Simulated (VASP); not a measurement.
# Zr2N (P4_2/mnm) in VASP: single point with LDA

Aim: the single point of Zr2N with LDA.

All numbers are computed with VASP 6.6.1; they aren't measurements. Logs are shortened: lines on timing, memory, paths and dates and some standing lists are left out, and cuts for length are marked.

## (1) The cell of the first run

Symmetry: P4_2/mnm, No. 136, tetragonal system. The conventional cell has a = 5.333 Å, b = 5.333 Å, c = 3.251 Å, α = 90.00°, β = 90.00°, γ = 90.00°. Within 3.3 Å of Zr (site symmetry m2m) lie 3 N at 2.23 to 2.24 Å and 11 Zr at 3.08 to 3.25 Å. N (site symmetry mmm) has 6 Zr at 2.23 to 2.24 Å within 3.0 Å.

## (2) Single point, LDA

File INCAR:

```
SYSTEM = Zr2N
PREC = Accurate
ENCUT = 520
EDIFF = 1E-6
ISMEAR = 0
SIGMA = 0.1
LREAL = .False.
LASPH = .True.
NELM = 60
ALGO = Normal
ISIF = 2
LWAVE = .False.
LCHARG = .False.
NBANDS = 38
```

File KPOINTS:

```
Automatic mesh
0
Gamma
  8 8 10
  0 0 0
```

File POSCAR:

```
Zr2N
1.0
    5.3327370032      0.0000000000      0.0000000000
    0.0000000000      5.3327370032      0.0000000000
    0.0000000000      0.0000000000      3.2509344193
Zr N
4 2
Direct
    0.2960740668      0.2960740668      0.0000000000
    0.7039259332      0.7039259332      0.0000000000
    0.7960740668      0.2039259332      0.5000000000
    0.2039259332      0.7960740668      0.5000000000
    0.0000000000      0.0000000000      0.0000000000
    0.5000000000      0.5000000000      0.5000000000
```

Potentials or basis: VASP PAW LDA potentials, release 64 (Zr_sv, N).

Command:

```bash
cat potpaw_LDA.64/Zr_sv/POTCAR potpaw_LDA.64/N/POTCAR > POTCAR
mpirun -np 1 vasp_std > vasp.out
```

OUTCAR:

```text
SYSTEM = Zr2N
   PREC = Accurate
   ENCUT = 520
   EDIFF = 1E-6
   ISMEAR = 0
   LREAL = .False.
   LASPH = .True.
   NELM = 60
   ISIF = 2

 ion  position               nearest neighbor table
   1  0.296  0.296  0.000-   5 2.23   6 2.24   6 2.24   2 3.08   4 3.16   3 3.16   4 3.16   3 3.16
                             4 3.16   4 3.16   3 3.16   3 3.16   2 3.83   2 3.83
   2  0.704  0.704  0.000-   5 2.23   6 2.24   6 2.24   1 3.08   4 3.16   3 3.16   4 3.16   3 3.16
                             3 3.16   3 3.16   4 3.16   4 3.16   1 3.83   1 3.83
   3  0.796  0.204  0.500-   6 2.23   5 2.24   5 2.24   4 3.08   1 3.16   1 3.16   2 3.16   2 3.16
                             2 3.16   2 3.16   1 3.16   1 3.16   4 3.83   4 3.83
   4  0.204  0.796  0.500-   6 2.23   5 2.24   5 2.24   3 3.08   1 3.16   1 3.16   2 3.16   2 3.16
                             1 3.16   1 3.16   2 3.16   2 3.16   3 3.83   3 3.83
   5  0.000  0.000  0.000-   1 2.23   2 2.23   3 2.24   4 2.24   3 2.24   4 2.24
   6  0.500  0.500  0.500-   3 2.23   4 2.23   1 2.24   2 2.24   1 2.24   2 2.24

  LATTYP: Found a simple tetragonal cell.
 ALAT       =     5.3327370032
 C/A-ratio  =     0.6096183662

  Lattice vectors:

 A1 = (   5.3327370032,   0.0000000000,   0.0000000000)
 A2 = (   0.0000000000,   5.3327370032,   0.0000000000)
 A3 = (   0.0000000000,   0.0000000000,   3.2509344193)

Analysis of symmetry for initial positions (statically):
=====================================================================
 Subroutine PRICEL returns:
 Original cell was already a primitive cell.

 Routine SETGRP: Setting up the symmetry group for a
 simple tetragonal supercell.

 Subroutine GETGRP returns: Found 16 space group operations
 (whereof  8 operations were pure point group operations)
 out of a pool of 16 trial point group operations.

The static configuration has the point symmetry D_2h.
 The point group associated with its full space group is D_4h.

Analysis of symmetry for dynamics (positions and initial velocities):
=====================================================================
 Subroutine PRICEL returns:
 Original cell was already a primitive cell.

 Routine SETGRP: Setting up the symmetry group for a
 simple tetragonal supercell.

 Subroutine GETGRP returns: Found 16 space group operations
 (whereof  8 operations were pure point group operations)
 out of a pool of 16 trial point group operations.

The dynamic configuration has the point symmetry D_2h.
 The point group associated with its full space group is D_4h.

 Subroutine INISYM returns: Found 16 space group operations
 (whereof  8 operations are pure point group operations),
 and found     1 'primitive' translations

----------------------------------------------------------------------------------------

                                     Primitive cell

  volume of cell :      92.4503

  direct lattice vectors                    reciprocal lattice vectors
     5.332737003  0.000000000  0.000000000     0.187520967  0.000000000  0.000000000
     0.000000000  5.332737003  0.000000000     0.000000000  0.187520967  0.000000000
     0.000000000  0.000000000  3.250934419     0.000000000  0.000000000  0.307603867

  length of vectors
     5.332737003  5.332737003  3.250934419     0.187520967  0.187520967  0.307603867

  position of ions in fractional coordinates (direct lattice)
     0.296074067  0.296074067  0.000000000
     0.703925933  0.703925933  0.000000000
     0.796074067  0.203925933  0.500000000
     0.203925933  0.796074067  0.500000000
     0.000000000  0.000000000  0.000000000
     0.500000000  0.500000000  0.500000000

  ion indices of the primitive-cell ions
   primitive index   ion index
                 1           1
                 2           2
                 3           3
                 4           4
                 5           5
                 6           6

----------------------------------------------------------------------------------------

 KPOINTS: Automatic mesh

Automatic generation of k-mesh.
 Grid dimensions read from file:
 generate k-points for:    8    8   10

 Generating k-lattice:

  Cartesian coordinates                     Fractional coordinates (reciprocal lattice)
     0.023440121  0.000000000  0.000000000     0.125000000  0.000000000  0.000000000
     0.000000000  0.023440121  0.000000000     0.000000000  0.125000000  0.000000000
     0.000000000  0.000000000  0.030760387     0.000000000  0.000000000  0.100000000

  Length of vectors
     0.023440121  0.023440121  0.030760387

  Shift w.r.t. Gamma in fractional coordinates (k-lattice)
     0.000000000  0.000000000  0.000000000

 Subroutine IBZKPT returns following result:
 ===========================================

 Found     90 irreducible k-points:

 Following reciprocal coordinates:
            Coordinates               Weight
  0.000000  0.000000  0.000000      1.000000
  0.125000  0.000000  0.000000      4.000000
  0.250000  0.000000  0.000000      4.000000
  0.375000  0.000000  0.000000      4.000000
  0.500000  0.000000  0.000000      2.000000
  0.125000  0.125000  0.000000      4.000000
[... 16 lines left out ...]
  0.375000  0.125000  0.100000     16.000000
  0.500000  0.125000  0.100000      8.000000
 [... further k-points ...]
   k-points           NKPTS =     90   k-points in BZ     NKDIM =     90   number of bands    NBANDS=     38
   number of dos      NEDOS =    301   number of ions     NIONS =      6
   total plane-waves  NPLWV =  38400
   dimension x,y,z NGX =    40 NGY =   40 NGZ =   24
   dimension x,y,z NGXF=    80 NGYF=   80 NGZF=   48
   ions per type =               4   2
   NGX,Y,Z   is equivalent  to a cutoff of  12.47, 12.47, 12.27 a.u.
   NGXF,Y,Z  is equivalent  to a cutoff of  24.94, 24.94, 24.55 a.u.
 SYSTEM =  Zr2N
   PREC   = accura    normal or accurate (medium, high low for compatibility)
   ISTART =      0    job   : 0-new  1-cont  2-samecut
   ICHARG =      2    charge: 1-file 2-atom 10-const
   ISPIN  =      1    spin polarized calculation?
   LNONCOLLINEAR =      F non collinear calculations
   LSORBIT =      F    spin-orbit coupling
   LASPH  =      T    aspherical Exc in radial PAW
   ENCUT  =  520.0 eV  38.22 Ry    6.18 a.u.   9.92  9.92  6.04*2*pi/ulx,y,z
   NELM   =     60;   NELMIN=  2; NELMDL= -5     # of ELM steps
   EDIFF  = 0.1E-05   stopping-criterion for ELM
   LREAL  =      F    real-space projection
   EDIFFG = 0.1E-04   stopping-criterion for IOM
   NSW    =      0    number of steps for IOM
   IBRION =     -1    ionic relax: 0-MD 1-quasi-New 2-CG
   NFREE  =      0    steps in history (QN), initial steepest desc. (CG)
   ISIF   =      2    stress and relaxation
   ISYM   =      2    0-nonsym 1-usesym 2-fastsym
   POTIM  = 0.5000    time-step for ionic-motion
   TEBEG  =    0.0;   TEEND  =   0.0 temperature during run
   PSTRESS=    0.0 pullay stress
   NELECT =      58.0000    total number of electrons
   NUPDOWN=      -1.0000    fix difference up-down
   EMIN   =  10.00;   EMAX   =-10.00  energy-range for DOS
   EFERMI =   0.00;   METHOD = LEGACY
   ISMEAR =     0;   SIGMA  =   0.10  broadening in eV -4-tet -1-fermi 0-gaus
   EFERMI_NEDOS =   21; number of points for ismear=-14 and -15
   IALGO  =     38    algorithm
   IMIX   =      4    mixing-type and parameters
     AMIX     =   0.40;   BMIX     =  1.00
     AMIX_MAG =   1.60;   BMIX_MAG =  1.00
  volume/ion in A,a.u.               =      15.41       103.98
  Fermi-wavevector in a.u.,A,eV,Ry     =   1.401462  2.648379 26.723143  1.964096
  Thomas-Fermi vector in A             =   2.524321
   LORBIT       =      0    0 simple, 1 ext, 2 COOP (PROOUT), +10 PAW based schemes
   GGA     = CA    functional components
   LHFCALC =     F    Hartree Fock is set to
   AEXX    =    0.0000 exact exchange contribution
   IVDW    =     0    specifies the selected vdW correction
   LEPSILON=     F    determine dielectric tensor
   LRPA    =     F    only Hartree local field effects (RPA)
 non-spin polarized calculation
 Gauss-broadening in eV      SIGMA  =   0.10
  energy-cutoff  :      520.00
  volume of cell :       92.45
 maximum number of plane-waves:      2520
 NGX is ok and might be reduce to    40
   NGX = 19   NGY = 19   NGZ = 13

 number of electron      58.0000003 magnetization

 Free energy of the ion-electron system (eV)
  ---------------------------------------------------
  ext. energy  EPLUGINS =         0.00000000
  ---------------------------------------------------
  free energy    TOTEN  =       -63.92986314 eV

  energy without entropy =      -63.91624893  energy(sigma->0) =      -63.92305603

 E-fermi :  10.0275     XC(G=0): -12.1554

 val. band max:       10.0170579181   @ k =   0.2500   0.2500   0.2000
 cond. band min:      10.0316482288   @ k =   0.3750   0.3750   0.2000
 fundamental gap:      0.0145903108
 Fermi energy:        10.0274941958

 k-point     1 :       0.0000    0.0000    0.0000
  band No.  band energies     occupation
      1     -38.2668      2.00000
      2     -38.0931      2.00000
      3     -38.0931      2.00000
      4     -38.0206      2.00000
      5     -17.4897      2.00000
      6     -16.7933      2.00000
[... 30 lines left out ...]
     37      13.0315      0.00000
     38      13.1766      0.00000

 k-point     2 :       0.1250    0.0000    0.0000
  band No.  band energies     occupation
      1     -38.2607      2.00000
      2     -38.1009      2.00000
      3     -38.0900      2.00000
      4     -38.0224      2.00000
      5     -17.4591      2.00000
      6     -16.7842      2.00000
[... 30 lines left out ...]
     37      13.0482      0.00000
     38      13.4554      0.00000

 k-point     3 :       0.2500    0.0000    0.0000
  band No.  band energies     occupation
      1     -38.2434      2.00000
      2     -38.1219      2.00000
      3     -38.0810      2.00000
      4     -38.0284      2.00000
      5     -17.3731      2.00000
      6     -16.8306      2.00000
[... 30 lines left out ...]
     37      12.9754      0.00000
[... 781 lines left out ...]
 k-point    23 :       0.3750    0.1250    0.1000
  band No.  band energies     occupation
      1     -38.2037      2.00000
      2     -38.1423      2.00000
      3     -38.0703      2.00000
      4     -38.0420      2.00000
      5     -17.1963      2.00000
      6     -16.9231      2.00000
[... 30 lines left out ...]
     37      13.5565      0.00000
     38      14.1922      0.00000

 k-point    24 :       0.5000    0.1250    0.1000
  band No.  band energies     occupation
      1     -38.1735      2.00000
      2     -38.1735      2.00000
      3     -38.0557      2.00000
      4     -38.0557      2.00000
      5     -17.0590      2.00000
      6     -17.0590      2.00000
[... 30 lines left out ...]
     37      13.6654      0.00000
     38      13.6654      0.00000

 [... further k-points ...]
[... 5 lines left out ...]
  --------------------------------------------------------------------------------------
  -------------------------------------------------------------------------------------
  Total        0.2747251      0.2747251      0.3039632      0.0000000      0.0000000      0.0000000
  in kB        4.7610242      4.7610242      5.2677245      0.0000000      0.0000000      0.0000000
  external PRESSURE =       4.9299243 kB  Pullay stress =       0.0000000 kB

 VOLUME and BASIS-vectors are now :
 -----------------------------------------------------------------------------
  energy-cutoff  :      520.00
  volume of cell :       92.45
      direct lattice vectors                 reciprocal lattice vectors
     5.332737003  0.000000000  0.000000000     0.187520967  0.000000000  0.000000000
     0.000000000  5.332737003  0.000000000     0.000000000  0.187520967  0.000000000
     0.000000000  0.000000000  3.250934419     0.000000000  0.000000000  0.307603867

 POSITION                                       TOTAL-FORCE (eV/Angst)
 -----------------------------------------------------------------------------------
      1.57889      1.57889      0.00000        -0.006623     -0.006623      0.000000
      3.75385      3.75385      0.00000         0.006623      0.006623     -0.000000
      4.24525      1.08748      1.62547        -0.006623      0.006623     -0.000000
      1.08748      4.24525      1.62547         0.006623     -0.006623      0.000000
      0.00000      0.00000      0.00000         0.000000      0.000000      0.000000
      2.66637      2.66637      1.62547         0.000000      0.000000      0.000000
 -----------------------------------------------------------------------------------
    total drift:                                0.000000      0.000000     -0.000000

  FREE ENERGIE OF THE ION-ELECTRON SYSTEM (eV)
  ---------------------------------------------------
  free  energy   TOTEN  =       -63.9298631363 eV

  energy  without entropy=      -63.9162489296  energy(sigma->0) =      -63.92305603
```

It took 3.2 min on 1 thread of Intel Xeon Platinum 8259CL at 2.50GHz (Skylake/Cascade Lake), shared host; peak memory 0.33 GiB.

Results:

- Free energy: -63.9299 eV
- Pressure: 0.5 GPa
- Largest force: 0.009 eV/Å
- Band gap on the k mesh: zero (bands 29 and 30 overlap by 2.63 eV)

Forces in eV/Å, atoms in the order of the input:
```
Zr  -0.007 -0.007  0.000
Zr   0.007  0.007  0.000
Zr  -0.007  0.007  0.000
Zr   0.007 -0.007  0.000
N    0.000  0.000  0.000
N    0.000  0.000  0.000
```

Levels at points of the mesh, in eV from the Fermi level:
```tsv
k point	band 27	band 28	band 29	band 30	band 31	band 32
(0.00, 0.00, 0.00)	0.49	0.54	0.75	1.05	1.05	1.31
(0.50, 0.00, 0.00)	-0.99	-0.99	1.50	1.50	1.54	1.54
(0.50, 0.50, 0.00)	-1.12	-1.12	0.96	0.96	1.38	1.38
(0.00, 0.00, 0.50)	-1.14	-1.14	-1.13	-1.13	1.97	1.97
(0.50, 0.00, 0.50)	-0.83	-0.83	-0.75	-0.75	1.56	1.56
(0.50, 0.50, 0.50)	-0.99	-0.99	-0.16	-0.16	1.22	1.22
```
